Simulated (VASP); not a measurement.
# BaTiO3 (P4mm) in VASP: a series of runs

Runs on BaTiO3. Level: PBEsol. Tasks: single point.

All numbers are computed with VASP 6.6.1; they aren't measurements. Logs are shortened: lines on timing, memory, paths and dates and some standing lists are left out, and cuts for length are marked.

**1. The cell of the first run**

The structure is tetragonal, space group P4mm (No. 99). Conventional cell: a = 3.777 Å, b = 3.777 Å, c = 4.528 Å, α = 90.00°, β = 90.00°, γ = 90.00°. Ba (site symmetry 4mm) has 12 O at 2.71 to 3.20 Å and 8 Ti at 3.48 to 3.52 Å within 3.6 Å. Within 2.4 Å of Ti (site symmetry 4mm) lie 5 O at 1.79 to 1.92 Å. Within 2.5 Å of O (site symmetry 2mm) lie 2 Ti at 1.92 Å. Within 2.4 Å of O (site symmetry 4mm) lie 1 Ti at 1.79 Å.

**2. Single point, PBEsol (biaxial strain in the a-b plane: -4.5 %, then relaxed in part)**

INCAR

```
SYSTEM = BaTiO3
PREC = Accurate ; ENCUT = 1340
EDIFF = 1E-6 ; ISMEAR = 0
SIGMA = 0.02 ; LREAL = .False.
LASPH = .True. ; NELM = 120
ALGO = Normal ; ISIF = 2
LWAVE = .False. ; LCHARG = .False.
GGA = PS ; NBANDS = 28
GGA_COMPAT = .False.
```

KPOINTS

```
Automatic mesh
0
Gamma
  8 8 8
  0 0 0
```

POSCAR

```
BaTiO3
1.0
    3.7774915295      0.0000000000      0.0000000000
    0.0000000000      3.7774915295      0.0000000000
    0.0000000000      0.0000000000      4.5279776229
Ba Ti O
1 1 3
Direct
    0.5000000000      0.5000000000      0.6187568033
    0.0000000000      0.0000000000      0.1258011041
    0.0000000000      0.5000000000      0.0474738915
    0.5000000000      0.0000000000      0.0474738915
    0.0000000000      0.0000000000      0.5204912997
```

Potentials or basis: VASP PAW PBE potentials, release 64 (Ba_sv, Ti_sv, O_h).

The run is started by

```sh
> cat potpaw_PBE.64/Ba_sv/POTCAR potpaw_PBE.64/Ti_sv/POTCAR potpaw_PBE.64/O_h/POTCAR > POTCAR
> mpirun -np 1 vasp_std > vasp.out
```

OUTCAR:

```text
SYSTEM = BaTiO3
   PREC = Accurate
   ENCUT = 1340
   EDIFF = 1E-6
   ISMEAR = 0
   LREAL = .False.
   LASPH = .True.
   NELM = 120
   ISIF = 2
   GGA = PS

 ion  position               nearest neighbor table
   1  0.500  0.500  0.619-   5 2.71   5 2.71   5 2.71   5 2.71   4 2.71   3 2.71   3 2.71   4 2.71
                             2 3.48   2 3.48   2 3.48   2 3.48   2 3.52   2 3.52   2 3.52   2 3.52
   2  0.000  0.000  0.126-   5 1.79   4 1.92   3 1.92   3 1.92   4 1.92   1 3.48   1 3.48   1 3.48
                             1 3.48   1 3.52   1 3.52   1 3.52   1 3.52
   3  0.000  0.500  0.047-   2 1.92   2 1.92   1 2.71   1 2.71
   4  0.500  0.000  0.047-   2 1.92   2 1.92   1 2.71   1 2.71
   5  0.000  0.000  0.520-   2 1.79   1 2.71   1 2.71   1 2.71   1 2.71

  LATTYP: Found a simple tetragonal cell.
 ALAT       =     3.7774915295
 C/A-ratio  =     1.1986731373

  Lattice vectors:

 A1 = (   3.7774915295,   0.0000000000,   0.0000000000)
 A2 = (   0.0000000000,   3.7774915295,   0.0000000000)
 A3 = (   0.0000000000,   0.0000000000,   4.5279776229)

Analysis of symmetry for initial positions (statically):
=====================================================================
 Subroutine PRICEL returns:
 Original cell was already a primitive cell.

 Routine SETGRP: Setting up the symmetry group for a
 simple tetragonal supercell.

 Subroutine GETGRP returns: Found  8 space group operations
 (whereof  8 operations were pure point group operations)
 out of a pool of 16 trial point group operations.

The static configuration has the point symmetry C_4v.

Analysis of symmetry for dynamics (positions and initial velocities):
=====================================================================
 Subroutine PRICEL returns:
 Original cell was already a primitive cell.

 Routine SETGRP: Setting up the symmetry group for a
 simple tetragonal supercell.

 Subroutine GETGRP returns: Found  8 space group operations
 (whereof  8 operations were pure point group operations)
 out of a pool of 16 trial point group operations.

The dynamic configuration has the point symmetry C_4v.

 Subroutine INISYM returns: Found  8 space group operations
 (whereof  8 operations are pure point group operations),
 and found     1 'primitive' translations

----------------------------------------------------------------------------------------

                                     Primitive cell

  volume of cell :      64.6117

  direct lattice vectors                    reciprocal lattice vectors
     3.777491529  0.000000000  0.000000000     0.264725941  0.000000000  0.000000000
     0.000000000  3.777491529  0.000000000     0.000000000  0.264725941  0.000000000
     0.000000000  0.000000000  4.527977623     0.000000000  0.000000000  0.220849148

  length of vectors
     3.777491529  3.777491529  4.527977623     0.264725941  0.264725941  0.220849148

  position of ions in fractional coordinates (direct lattice)
     0.500000000  0.500000000  0.618756803
     0.000000000  0.000000000  0.125801104
     0.000000000  0.500000000  0.047473891
     0.500000000  0.000000000  0.047473891
     0.000000000  0.000000000  0.520491300

  ion indices of the primitive-cell ions
   primitive index   ion index
                 1           1
                 2           2
                 3           3
                 4           4
                 5           5

----------------------------------------------------------------------------------------

 KPOINTS: Automatic mesh

Automatic generation of k-mesh.
 Grid dimensions read from file:
 generate k-points for:    8    8    8

 Generating k-lattice:

  Cartesian coordinates                     Fractional coordinates (reciprocal lattice)
     0.033090743  0.000000000  0.000000000     0.125000000  0.000000000  0.000000000
     0.000000000  0.033090743  0.000000000     0.000000000  0.125000000  0.000000000
     0.000000000  0.000000000  0.027606143     0.000000000  0.000000000  0.125000000

  Length of vectors
     0.033090743  0.033090743  0.027606143

  Shift w.r.t. Gamma in fractional coordinates (k-lattice)
     0.000000000  0.000000000  0.000000000

 Subroutine IBZKPT returns following result:
 ===========================================

 Found     75 irreducible k-points:

 Following reciprocal coordinates:
            Coordinates               Weight
  0.000000  0.000000  0.000000      1.000000
  0.125000  0.000000  0.000000      4.000000
  0.250000  0.000000  0.000000      4.000000
  0.375000  0.000000  0.000000      4.000000
  0.500000  0.000000  0.000000      2.000000
  0.125000  0.125000  0.000000      4.000000
[... 16 lines left out ...]
  0.375000  0.125000  0.125000     16.000000
  0.500000  0.125000  0.125000      8.000000
 [... further k-points ...]
   k-points           NKPTS =     75   k-points in BZ     NKDIM =     75   number of bands    NBANDS=     28
   number of dos      NEDOS =    301   number of ions     NIONS =      5
   total plane-waves  NPLWV = 124416
   dimension x,y,z NGX =    48 NGY =   48 NGZ =   54
   dimension x,y,z NGXF=    96 NGYF=   96 NGZF=  108
   ions per type =               1   1   3
   NGX,Y,Z   is equivalent  to a cutoff of  21.12, 21.12, 19.83 a.u.
   NGXF,Y,Z  is equivalent  to a cutoff of  42.25, 42.25, 39.65 a.u.
 SYSTEM =  BaTiO3
   PREC   = accura    normal or accurate (medium, high low for compatibility)
   ISTART =      0    job   : 0-new  1-cont  2-samecut
   ICHARG =      2    charge: 1-file 2-atom 10-const
   ISPIN  =      1    spin polarized calculation?
   LNONCOLLINEAR =      F non collinear calculations
   LSORBIT =      F    spin-orbit coupling
   LASPH  =      T    aspherical Exc in radial PAW
   ENCUT  = 1340.0 eV  98.49 Ry    9.92 a.u.  11.27 11.27 13.51*2*pi/ulx,y,z
   NELM   =    120;   NELMIN=  2; NELMDL= -5     # of ELM steps
   EDIFF  = 0.1E-05   stopping-criterion for ELM
   LREAL  =      F    real-space projection
   EDIFFG = 0.1E-04   stopping-criterion for IOM
   NSW    =      0    number of steps for IOM
   IBRION =     -1    ionic relax: 0-MD 1-quasi-New 2-CG
   NFREE  =      0    steps in history (QN), initial steepest desc. (CG)
   ISIF   =      2    stress and relaxation
   ISYM   =      2    0-nonsym 1-usesym 2-fastsym
   POTIM  = 0.5000    time-step for ionic-motion
   TEBEG  =    0.0;   TEEND  =   0.0 temperature during run
   PSTRESS=    0.0 pullay stress
   NELECT =      40.0000    total number of electrons
   NUPDOWN=      -1.0000    fix difference up-down
   EMIN   =  10.00;   EMAX   =-10.00  energy-range for DOS
   EFERMI =   0.00;   METHOD = LEGACY
   ISMEAR =     0;   SIGMA  =   0.02  broadening in eV -4-tet -1-fermi 0-gaus
   EFERMI_NEDOS =   21; number of points for ismear=-14 and -15
   IALGO  =     38    algorithm
   IMIX   =      4    mixing-type and parameters
     AMIX     =   0.40;   BMIX     =  1.00
     AMIX_MAG =   1.60;   BMIX_MAG =  1.00
  volume/ion in A,a.u.               =      12.92        87.20
  Fermi-wavevector in a.u.,A,eV,Ry     =   1.395268  2.636675 26.487465  1.946774
  Thomas-Fermi vector in A             =   2.518737
   LORBIT       =      0    0 simple, 1 ext, 2 COOP (PROOUT), +10 PAW based schemes
   GGA     = PS    functional components
   LHFCALC =     F    Hartree Fock is set to
   AEXX    =    0.0000 exact exchange contribution
   IVDW    =     0    specifies the selected vdW correction
   LEPSILON=     F    determine dielectric tensor
   LRPA    =     F    only Hartree local field effects (RPA)
 non-spin polarized calculation
 Gauss-broadening in eV      SIGMA  =   0.02
  energy-cutoff  :     1340.00
  volume of cell :       64.61
 maximum number of plane-waves:      7232
 NGX is ok and might be reduce to    48
   NGX = 23   NGY = 23   NGZ = 27

 number of electron      39.9999998 magnetization

 Free energy of the ion-electron system (eV)
  ---------------------------------------------------
  ext. energy  EPLUGINS =         0.00000000
  ---------------------------------------------------
  free energy    TOTEN  =       -41.77912270 eV

  energy without entropy =      -41.77912270  energy(sigma->0) =      -41.77912270

 E-fermi :   4.6489     XC(G=0): -11.4071

 val. band max:        4.5197994112   @ k =   0.5000   0.5000   0.5000
 cond. band min:       6.4307682499   @ k =   0.0000   0.0000   0.0000
 fundamental gap:      1.9109688387
 Fermi energy:         4.6488915144

 k-point     1 :       0.0000    0.0000    0.0000
  band No.  band energies     occupation
      1     -51.7287      2.00000
      2     -28.2815      2.00000
      3     -28.0861      2.00000
      4     -28.0861      2.00000
      5     -20.9309      2.00000
      6     -12.9264      2.00000
[... 20 lines left out ...]
     27       9.9711      0.00000
     28      10.8650      0.00000

 k-point     2 :       0.1250    0.0000    0.0000
  band No.  band energies     occupation
      1     -51.7284      2.00000
      2     -28.2807      2.00000
      3     -28.1013      2.00000
      4     -28.0855      2.00000
      5     -20.9041      2.00000
      6     -12.8928      2.00000
[... 20 lines left out ...]
     27      10.2244      0.00000
     28      11.2112      0.00000

 k-point     3 :       0.2500    0.0000    0.0000
  band No.  band energies     occupation
      1     -51.7275      2.00000
      2     -28.2788      2.00000
      3     -28.1376      2.00000
      4     -28.0841      2.00000
      5     -20.8380      2.00000
      6     -12.8939      2.00000
[... 20 lines left out ...]
     27      10.8354      0.00000
     28      11.9127      0.00000

 k-point     4 :       0.3750    0.0000    0.0000
  band No.  band energies     occupation
      1     -51.7266      2.00000
      2     -28.2768      2.00000
      3     -28.1736      2.00000
      4     -28.0827      2.00000
      5     -20.7698      2.00000
      6     -12.9999      2.00000
[... 578 lines left out ...]
     27      11.0451      0.00000
     28      11.9429      0.00000

 k-point    23 :       0.3750    0.1250    0.1250
  band No.  band energies     occupation
      1     -51.7262      2.00000
      2     -28.2779      2.00000
      3     -28.1726      2.00000
      4     -28.0974      2.00000
      5     -20.7469      2.00000
      6     -12.8841      2.00000
[... 20 lines left out ...]
     27      11.6838      0.00000
     28      12.2351      0.00000

 k-point    24 :       0.5000    0.1250    0.1250
  band No.  band energies     occupation
      1     -51.7258      2.00000
      2     -28.2769      2.00000
      3     -28.1874      2.00000
      4     -28.0968      2.00000
      5     -20.7200      2.00000
      6     -12.9301      2.00000
[... 20 lines left out ...]
     27      12.0868      0.00000
     28      12.2336      0.00000

 [... further k-points ...]
[... 5 lines left out ...]
  --------------------------------------------------------------------------------------
  -------------------------------------------------------------------------------------
  Total        4.6856742      4.6856742      0.6286477      0.0000000      0.0000000      0.0000000
  in kB      116.1907075    116.1907075     15.5885843      0.0000000      0.0000000      0.0000000
  external PRESSURE =      82.6566664 kB  Pullay stress =       0.0000000 kB

 VOLUME and BASIS-vectors are now :
 -----------------------------------------------------------------------------
  energy-cutoff  :     1340.00
  volume of cell :       64.61
      direct lattice vectors                 reciprocal lattice vectors
     3.777491529  0.000000000  0.000000000     0.264725941  0.000000000  0.000000000
     0.000000000  3.777491529  0.000000000     0.000000000  0.264725941  0.000000000
     0.000000000  0.000000000  4.527977623     0.000000000  0.000000000  0.220849148

 POSITION                                       TOTAL-FORCE (eV/Angst)
 -----------------------------------------------------------------------------------
      1.88875      1.88875      2.80172        -0.000000     -0.000000     -0.122823
      0.00000      0.00000      0.56962        -0.000000      0.000000     -0.017129
      0.00000      1.88875      0.21496         0.000000     -0.000000      0.066337
      1.88875      0.00000      0.21496        -0.000000     -0.000000      0.066337
      0.00000      0.00000      2.35677        -0.000000     -0.000000      0.007278
 -----------------------------------------------------------------------------------
    total drift:                                0.000000     -0.000000      0.000208

  FREE ENERGIE OF THE ION-ELECTRON SYSTEM (eV)
  ---------------------------------------------------
  free  energy   TOTEN  =       -41.7791226993 eV

  energy  without entropy=      -41.7791226993  energy(sigma->0) =      -41.77912270
```

Wall time 5.7 min (1 thread of Intel Xeon Platinum 8488C (Sapphire Rapids), shared host); peak memory 0.74 GiB.

What came out:

```yaml
Free_energy: -41.7791 eV
Pressure: 8.3 GPa
Largest_force: 0.123 eV/Å
Band_gap_on_the_k_mesh: 1.91 eV (least direct gap 2.78 eV)
```

Forces in eV/Å, atoms in the order of the input:
```
Ba   0.000  0.000 -0.123
Ti   0.000  0.000 -0.017
O    0.000  0.000  0.066
O    0.000  0.000  0.066
O    0.000  0.000  0.007
```

Stress tensor (GPa, compression positive):
```
11.62  0.00  0.00
 0.00 11.62  0.00
 0.00  0.00  1.56
```

Levels at points of the mesh, in eV from the valence-band top:
```csv
k point,band 17,band 18,band 19,band 20,band 21,band 22,band 23,band 24
"(0.00, 0.00, 0.00)",-2.09,-2.01,-0.88,-0.88,1.91,3.25,3.25,3.61
"(0.50, 0.00, 0.00)",-2.55,-2.54,-2.22,-2.03,3.27,3.65,3.70,4.19
"(0.50, 0.50, 0.00)",-2.54,-1.11,-1.11,-0.02,3.27,3.80,3.80,4.37
"(0.00, 0.00, 0.50)",-2.41,-2.41,-0.79,-0.79,1.98,3.68,3.68,4.73
"(0.50, 0.00, 0.50)",-2.18,-1.91,-1.63,-1.20,3.54,3.70,3.81,5.38
"(0.50, 0.50, 0.50)",-2.76,-1.27,-1.27,0.00,3.87,3.87,4.31,5.25
```

Caveat: the cell differs from its parent crystal (biaxial strain in the a-b plane: -4.5 %, then relaxed in part); the stress differs along the axes, from 2 to 12 GPa; the PAW data sets were made with another functional, which shifts forces and pressure a little; spin-orbit coupling is left out, which moves the levels of the heavy elements.

**3. Single point, PBEsol (strain along c alone, the other axes held: +3.0 %, then relaxed in part)**

INCAR

```
PREC = Accurate
ENCUT = 1340
EDIFF = 1E-6
ISMEAR = 0
SIGMA = 0.02
LREAL = F
LASPH = T
NELM = 120
ALGO = Normal
ISIF = 2
LWAVE = F
LCHARG = T
GGA = PS
LELF = T
LVHAR = T
NBANDS = 28
GGA_COMPAT = F
```

KPOINTS

```
Automatic mesh
0
Gamma
  8 8 8
```

POSCAR

```
BaTiO3
1.0
    3.9554885124      0.0000000000      0.0000000000
    0.0000000000      3.9554885124      0.0000000000
    0.0000000000      0.0000000000      4.1653607979
Ba Ti O
1 1 3
Direct
    0.5000000000      0.5000000000      0.5900912945
    0.0000000000      0.0000000000      0.1067900259
    0.0000000000      0.5000000000      0.0605245691
    0.5000000000      0.0000000000      0.0605245691
    0.0000000000      0.0000000000      0.5420665314
```

Potentials or basis: VASP PAW PBE potentials, release 64 (Ba_sv, Ti_sv, O_h).

The run is started by

```sh
> cat potpaw_PBE.64/Ba_sv/POTCAR potpaw_PBE.64/Ti_sv/POTCAR potpaw_PBE.64/O_h/POTCAR > POTCAR
> mpirun -np 1 vasp_std > vasp.out
```

Wall time 12 min (1 thread of Intel Xeon Platinum 8259CL at 2.50GHz (Skylake/Cascade Lake), shared host); peak memory 0.74 GiB.

Results (log left out):

| Quantity | Value |
| --- | --- |
| Free energy | -42.0188 eV |
| Pressure | -1.2 GPa |
| Largest force | 0.053 eV/Å |
| Band gap on the k mesh | 1.78 eV (least direct gap 2.34 eV) |

Forces in eV/Å, atoms in the order of the input:
```
Ba   0.000  0.000 -0.053
Ti   0.000  0.000 -0.034
O    0.000  0.000  0.026
O    0.000  0.000  0.026
O    0.000  0.000  0.035
```

Stress tensor (GPa, compression positive):
```
-0.88  0.00  0.00
 0.00 -0.88  0.00
 0.00  0.00 -1.76
```

Levels at points of the mesh, in eV from the valence-band top:
| k point | band 18 | band 19 | band 20 | band 21 | band 22 | band 23 |
| --- | --- | --- | --- | --- | --- | --- |
| (0.00, 0.00, 0.00) | -0.87 | -0.56 | -0.56 | 1.78 | 2.40 | 2.40 |
| (0.50, 0.00, 0.00) | -1.78 | -1.55 | -1.30 | 2.49 | 3.53 | 3.63 |
| (0.50, 0.50, 0.00) | -1.12 | -1.12 | -0.06 | 3.67 | 3.67 | 4.02 |
| (0.00, 0.00, 0.50) | -2.10 | -0.74 | -0.74 | 1.92 | 3.51 | 3.51 |
| (0.50, 0.00, 0.50) | -1.18 | -1.10 | -0.51 | 3.53 | 3.58 | 3.81 |
| (0.50, 0.50, 0.50) | -0.44 | -0.44 | 0.00 | 4.08 | 4.08 | 4.20 |

Caveat: the cell differs from its parent crystal (strain along c alone, the other axes held: +3.0 %, then relaxed in part); the PAW data sets were made with another functional, which shifts forces and pressure a little; spin-orbit coupling is left out, which moves the levels of the heavy elements.
